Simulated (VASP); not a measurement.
# Mg (Pm-3m) in VASP: notebook

Mg is run at these levels: PBE; tasks: single point.

All numbers are computed with VASP 6.6.1; they aren't measurements. Logs are shortened: lines on timing, memory, paths and dates and some standing lists are left out, and cuts for length are marked.

## Step 1: The cell of the first run

The structure is cubic, space group Pm-3m (No. 221). The conventional cell has a = 3.137 Å, b = 3.137 Å, c = 3.137 Å, α = 90.00°, β = 90.00°, γ = 90.00°. Mg (site symmetry m-3m) has 6 Mg at 3.14 Å within 4.1 Å.

## Step 2: Single point, PBE (volume scaled by 1.12)

The input, INCAR:

```
ALGO     = Normal         # electronic algorithm
EDIFF    = 1E-6           # SCF threshold, eV
ENCUT    = 520            # plane-wave cutoff, eV
GGA      = PE             # functional
ISIF     = 2              # what is computed and relaxed
ISMEAR   = -1             # smearing method
LASPH    = T              # aspherical terms in the spheres
LCHARG   = F              # write CHGCAR
LREAL    = F              # projectors in reciprocal space
LWAVE    = F              # write WAVECAR
NBANDS   = 7              # bands
NELM     = 60             # most SCF steps
PREC     = Accurate       # precision mode
SIGMA    = 0.1            # smearing width, eV
```

The input, KPOINTS:

```
k-points
0
Gamma
  17 17 17
```

The input, POSCAR:

```
Mg
1.0
    3.1368489431      0.0000000000      0.0000000000
    0.0000000000      3.1368489431      0.0000000000
    0.0000000000      0.0000000000      3.1368489431
Mg
1
Direct
    0.0000000000      0.0000000000      0.0000000000
```

Potentials or basis: VASP PAW PBE potentials, release 64 (Mg).

Command:

```sh
> cat potpaw_PBE.64/Mg/POTCAR > POTCAR
> mpirun -np 1 vasp_std > vasp.out
```

OUTCAR:

```text
EDIFF = 1E-6
   ENCUT = 520
   GGA = PE
   ISIF = 2
   ISMEAR = -1
   LASPH = T
   LREAL = F
   NELM = 60
   PREC = Accurate

 ion  position               nearest neighbor table
   1  0.000  0.000  0.000-

  LATTYP: Found a simple cubic cell.
 ALAT       =     3.1368489431

  Lattice vectors:

 A1 = (   3.1368489431,   0.0000000000,   0.0000000000)
 A2 = (   0.0000000000,   3.1368489431,   0.0000000000)
 A3 = (   0.0000000000,   0.0000000000,   3.1368489431)

Analysis of symmetry for initial positions (statically):
=====================================================================
 Subroutine PRICEL returns:
 Original cell was already a primitive cell.

 Routine SETGRP: Setting up the symmetry group for a
 simple cubic supercell.

 Subroutine GETGRP returns: Found 48 space group operations
[... 9 lines left out ...]

 Routine SETGRP: Setting up the symmetry group for a
 simple cubic supercell.

 Subroutine GETGRP returns: Found 48 space group operations
[... 11 lines left out ...]
                                     Primitive cell

  volume of cell :      30.8660

  direct lattice vectors                    reciprocal lattice vectors
     3.136848943  0.000000000  0.000000000     0.318791251  0.000000000  0.000000000
     0.000000000  3.136848943  0.000000000     0.000000000  0.318791251  0.000000000
     0.000000000  0.000000000  3.136848943     0.000000000  0.000000000  0.318791251

  length of vectors
     3.136848943  3.136848943  3.136848943     0.318791251  0.318791251  0.318791251

  position of ions in fractional coordinates (direct lattice)
     0.000000000  0.000000000  0.000000000

  ion indices of the primitive-cell ions
   primitive index   ion index
                 1           1

----------------------------------------------------------------------------------------

 KPOINTS: k-points

Automatic generation of k-mesh.
 Grid dimensions read from file:
 generate k-points for:   17   17   17

 Generating k-lattice:

  Cartesian coordinates                     Fractional coordinates (reciprocal lattice)
     0.018752427  0.000000000  0.000000000     0.058823529  0.000000000  0.000000000
     0.000000000  0.018752427  0.000000000     0.000000000  0.058823529  0.000000000
     0.000000000  0.000000000  0.018752427     0.000000000  0.000000000  0.058823529

  Length of vectors
     0.018752427  0.018752427  0.018752427

  Shift w.r.t. Gamma in fractional coordinates (k-lattice)
     0.000000000  0.000000000  0.000000000

 Subroutine IBZKPT returns following result:
 ===========================================

 Found    165 irreducible k-points:

 Following reciprocal coordinates:
            Coordinates               Weight
  0.000000  0.000000  0.000000      1.000000
  0.058824  0.000000  0.000000      6.000000
  0.117647  0.000000  0.000000      6.000000
  0.176471  0.000000  0.000000      6.000000
  0.235294  0.000000  0.000000      6.000000
  0.294118  0.000000  0.000000      6.000000
[... 16 lines left out ...]
  0.411765  0.117647  0.000000     24.000000
  0.470588  0.117647  0.000000     24.000000
 [... further k-points ...]
   k-points           NKPTS =    165   k-points in BZ     NKDIM =    165   number of bands    NBANDS=      7
   number of dos      NEDOS =    301   number of ions     NIONS =      1
   total plane-waves  NPLWV =  13824
   dimension x,y,z NGX =    24 NGY =   24 NGZ =   24
   dimension x,y,z NGXF=    48 NGYF=   48 NGZF=   48
   ions per type =               1
   NGX,Y,Z   is equivalent  to a cutoff of  12.72, 12.72, 12.72 a.u.
   NGXF,Y,Z  is equivalent  to a cutoff of  25.44, 25.44, 25.44 a.u.
 SYSTEM =  unknown system
   PREC   = accura    normal or accurate (medium, high low for compatibility)
   ISTART =      0    job   : 0-new  1-cont  2-samecut
   ICHARG =      2    charge: 1-file 2-atom 10-const
   ISPIN  =      1    spin polarized calculation?
   LNONCOLLINEAR =      F non collinear calculations
   LSORBIT =      F    spin-orbit coupling
   LASPH  =      T    aspherical Exc in radial PAW
   ENCUT  =  520.0 eV  38.22 Ry    6.18 a.u.   5.83  5.83  5.83*2*pi/ulx,y,z
   NELM   =     60;   NELMIN=  2; NELMDL= -5     # of ELM steps
   EDIFF  = 0.1E-05   stopping-criterion for ELM
   LREAL  =      F    real-space projection
   EDIFFG = 0.1E-04   stopping-criterion for IOM
   NSW    =      0    number of steps for IOM
   IBRION =     -1    ionic relax: 0-MD 1-quasi-New 2-CG
   NFREE  =      0    steps in history (QN), initial steepest desc. (CG)
   ISIF   =      2    stress and relaxation
   ISYM   =      2    0-nonsym 1-usesym 2-fastsym
   POTIM  = 0.5000    time-step for ionic-motion
   TEBEG  =    0.0;   TEEND  =   0.0 temperature during run
   PSTRESS=    0.0 pullay stress
   NELECT =       2.0000    total number of electrons
   NUPDOWN=      -1.0000    fix difference up-down
   EMIN   =  10.00;   EMAX   =-10.00  energy-range for DOS
   EFERMI =   0.00;   METHOD = LEGACY
   ISMEAR =    -1;   SIGMA  =   0.10  broadening in eV -4-tet -1-fermi 0-gaus
   EFERMI_NEDOS =   21; number of points for ismear=-14 and -15
   IALGO  =     38    algorithm
   IMIX   =      4    mixing-type and parameters
     AMIX     =   0.40;   BMIX     =  1.00
     AMIX_MAG =   1.60;   BMIX_MAG =  1.00
  volume/ion in A,a.u.               =      30.87       208.29
  Fermi-wavevector in a.u.,A,eV,Ry     =   0.657544  1.242577  5.882664  0.432364
  Thomas-Fermi vector in A             =   1.729084
   LORBIT       =      0    0 simple, 1 ext, 2 COOP (PROOUT), +10 PAW based schemes
   GGA     = PE    functional components
   LHFCALC =     F    Hartree Fock is set to
   AEXX    =    0.0000 exact exchange contribution
   IVDW    =     0    specifies the selected vdW correction
   LEPSILON=     F    determine dielectric tensor
   LRPA    =     F    only Hartree local field effects (RPA)
 non-spin polarized calculation
  energy-cutoff  :      520.00
  volume of cell :       30.87
 maximum number of plane-waves:       852
 NGX is ok and might be reduce to    24
   NGX = 11   NGY = 11   NGZ = 11

 number of electron       2.0000000 magnetization

 Free energy of the ion-electron system (eV)
  ---------------------------------------------------
  ext. energy  EPLUGINS =         0.00000000
  ---------------------------------------------------
  free energy    TOTEN  =        -1.10847213 eV

  energy without entropy =       -1.09042694  energy(sigma->0) =       -1.09944953

 E-fermi :   1.1720     XC(G=0):  -7.5783

 val. band max:        1.1485816878   @ k =   0.4118   0.1765   0.0588
 cond. band min:       1.1779238803   @ k =   0.4706   0.2941   0.1176
 fundamental gap:      0.0293421925
 Fermi energy:         1.1719885727

 k-point     1 :       0.0000    0.0000    0.0000
  band No.  band energies     occupation
      1      -4.5487      2.00000
      2       8.9312      0.00000
      3       8.9312      0.00000
      4       9.9165      0.00000
      5       9.9165      0.00000
      6       9.9165      0.00000
      7      13.9313      0.00000

 k-point     2 :       0.0588    0.0000    0.0000
  band No.  band energies     occupation
      1      -4.4961      2.00000
      2       7.9855      0.00000
      3       8.9775      0.00000
      4       9.9615      0.00000
      5       9.9615      0.00000
      6      10.7146      0.00000
      7      14.2036      0.00000

 k-point     3 :       0.1176    0.0000    0.0000
  band No.  band energies     occupation
      1      -4.3383      2.00000
      2       6.6515      0.00000
      3       9.1154      0.00000
      4      10.0965      0.00000
      5      10.0965      0.00000
      6      11.5864      0.00000
      7      15.0342      0.00000

 k-point     4 :       0.1765    0.0000    0.0000
  band No.  band energies     occupation
      1      -4.0761      2.00000
      2       5.3182      0.00000
      3       9.3416      0.00000
      4      10.3214      0.00000
      5      10.3214      0.00000
      6      12.2270      0.00000
      7      16.3149      0.00000

 k-point     5 :       0.2353    0.0000    0.0000
  band No.  band energies     occupation
      1      -3.7103      2.00000
      2       4.0352      0.00000
      3       9.6493      0.00000
      4      10.6363      0.00000
      5      10.6363      0.00000
      6      12.7676      0.00000
      7      17.6104      0.00000

 k-point     6 :       0.2941    0.0000    0.0000
  band No.  band energies     occupation
      1      -3.2426      2.00000
      2       2.8226      0.00000
      3      10.0246      0.00000
      4      11.0406      0.00000
      5      11.0406      0.00000
      6      13.3016      0.00000
      7      16.4916      0.00000

 k-point     7 :       0.3529    0.0000    0.0000
  band No.  band energies     occupation
      1      -2.6758      2.00000
      2       1.6920      0.01097
      3      10.4396      0.00000
      4      11.5328      0.00000
      5      11.5328      0.00000
      6      13.8533      0.00000
      7      15.4566      0.00000
[... 121 lines left out ...]
 k-point    20 :       0.2353    0.1176    0.0000
  band No.  band energies     occupation
      1      -3.5010      2.00000
      2       4.2083      0.00000
      3       7.5582      0.00000
      4      10.8151      0.00000
      5      11.2940      0.00000
      6      14.5473      0.00000
      7      15.4306      0.00000

 k-point    21 :       0.2941    0.1176    0.0000
  band No.  band energies     occupation
      1      -3.0339      2.00000
      2       3.0106      0.00000
      3       7.9594      0.00000
      4      11.2186      0.00000
      5      11.6209      0.00000
      6      14.2949      0.00000
      7      15.1185      0.00000

 k-point    22 :       0.3529    0.1176    0.0000
  band No.  band energies     occupation
      1      -2.4678      2.00000
      2       1.8867      0.00157
      3       8.4466      0.00000
      4      11.7094      0.00000
      5      11.8050      0.00000
      6      13.5841      0.00000
      7      15.4467      0.00000

 k-point    23 :       0.4118    0.1176    0.0000
  band No.  band energies     occupation
      1      -1.8092      2.00000
      2       0.8530      1.92088
      3       8.9865      0.00000
      4      11.5234      0.00000
      5      12.2811      0.00000
      6      13.4812      0.00000
      7      14.6913      0.00000

 k-point    24 :       0.4706    0.1176    0.0000
  band No.  band energies     occupation
      1      -1.0986      2.00000
      2      -0.0460      1.99999
      3       9.4619      0.00000
      4      11.0347      0.00000
      5      12.8853      0.00000
      6      13.7411      0.00000
      7      13.9059      0.00000

 [... further k-points ...]

------------------------ aborting loop because EDIFF is reached ----------------------------------------

  FORCE on cell =-STRESS in cart. coord.  units (eV):
  Direction    XX          YY          ZZ          XY          YZ          ZX
  --------------------------------------------------------------------------------------
  -------------------------------------------------------------------------------------
  Total       -0.4008676     -0.4008676     -0.4008676      0.0000000     -0.0000000      0.0000000
  in kB      -20.8080204    -20.8080204    -20.8080204      0.0000000     -0.0000000      0.0000000
  external PRESSURE =     -20.8080204 kB  Pullay stress =       0.0000000 kB

 VOLUME and BASIS-vectors are now :
 -----------------------------------------------------------------------------
  energy-cutoff  :      520.00
  volume of cell :       30.87
      direct lattice vectors                 reciprocal lattice vectors
     3.136848943  0.000000000  0.000000000     0.318791251  0.000000000  0.000000000
     0.000000000  3.136848943  0.000000000     0.000000000  0.318791251  0.000000000
     0.000000000  0.000000000  3.136848943     0.000000000  0.000000000  0.318791251

 POSITION                                       TOTAL-FORCE (eV/Angst)
 -----------------------------------------------------------------------------------
      0.00000      0.00000      0.00000         0.000000      0.000000      0.000000
 -----------------------------------------------------------------------------------
    total drift:                                0.000000      0.000000      0.000000

  FREE ENERGIE OF THE ION-ELECTRON SYSTEM (eV)
  ---------------------------------------------------
  free  energy   TOTEN  =        -1.1084721285 eV

  energy  without entropy=       -1.0904269384  energy(sigma->0) =       -1.09944953
```

Wall time 8.8 s (1 thread of Intel Xeon Platinum 8488C (Sapphire Rapids), shared host); peak memory 0.16 GiB.

Results:

```yaml
Free_energy: -1.1085 eV
Pressure: -2.1 GPa
Band_gap_on_the_k_mesh: zero (band 1 reaches 4.80 eV, above the bottom of band 2 at -0.24 eV)
```

Levels at points of the mesh, in eV from the Fermi level:
| k point | band 1 | band 2 | band 3 | band 4 |
| --- | --- | --- | --- | --- |
| (0.00, 0.00, 0.00) | -5.72 | 7.76 | 7.76 | 8.74 |

Caveat: the cell differs from its parent crystal (volume scaled by 1.12).

## Step 3: Single point, PBE

This run uses another cell than the first one, of 27.56 Å³/atom, 0.893 times its volume.

The input, INCAR:

```
SYSTEM = Mg
PREC = Accurate ; ENCUT = 600
EDIFF = 1E-6 ; ISMEAR = -1
SIGMA = 0.1 ; LREAL = .FALSE.
LASPH = .TRUE. ; NELM = 120
ALGO = Normal ; ISIF = 2
LWAVE = .FALSE. ; LCHARG = .TRUE.
GGA = PE ; LELF = .TRUE.
LVHAR = .TRUE. ; NBANDS = 7
GGA_COMPAT = .FALSE.
```

The input, KPOINTS:

```
Automatic mesh
0
G
  5 5 5
  0 0 0
```

The input, POSCAR:

```
Mg
1.0
    3.0205608644      0.0000000000      0.0000000000
    0.0000000000      3.0205608644      0.0000000000
    0.0000000000      0.0000000000      3.0205608644
Mg
1
Direct
    0.0000000000      0.0000000000      0.0000000000
```

Potentials or basis: VASP PAW PBE potentials, release 64 (Mg).

Command:

```sh
> cat potpaw_PBE.64/Mg/POTCAR > POTCAR
> mpirun -np 1 vasp_std > vasp.out
```

Run time: 6.7 s. Hardware: 1 thread of AMD EPYC 7R13, shared host; peak memory 0.1 GiB.

The run converged. Its results:

```
Free energy            : -1.0749 eV
Pressure               : 0.4 GPa
Band gap on the k mesh : zero (band 1 reaches 3.11 eV, above the bottom of band 2 at 1.31 eV)
```

Levels at points of the mesh, in eV from the Fermi level:
```csv
k point,band 1,band 2,band 3,band 4
"(0.00, 0.00, 0.00)",-6.18,8.10,8.10,9.46
```

Caveat: the k points lie up to 0.42 Å⁻¹ apart.
